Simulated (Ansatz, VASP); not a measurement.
# Two plane-wave programs on MgO

```xyz
2
Lattice="0.0000 2.1272 2.1272 2.1272 0.0000 2.1272 2.1272 2.1272 0.0000" Properties=species:S:1:pos:R:3 pbc="T T T"
Mg    0.0000    0.0000    0.0000
O     2.1272    2.1272    2.1272
```

Alike in both runs: functional PBE; k mesh 10 × 10 × 10; occupations gaussian, width 0.02 eV; no spin polarisation.

Ansatz relaxed the structure, and its values are those at the end. VASP's run is a single point on that final structure, the one shown.

```csv
,VASP,Ansatz
version,VASP 6.6.1,Ansatz 0.2.0
potentials or method,"VASP PAW PBE potentials, release 64 (Mg_sv, O), cutoff 840 eV","scalar-relativistic, plane waves, PAW"
valence electrons in the cell,16,16
```

Ansatz gave:

```
gap on the k mesh at the Fermi level (eV) : 4.46
least direct gap on the mesh (eV)         : 4.46
pressure (GPa)                            : 0.0
```

What did VASP give for the same quantities?

gap on the k mesh at the Fermi level (eV): 4.45; least direct gap on the mesh (eV): 4.45; pressure (GPa): 0.0.
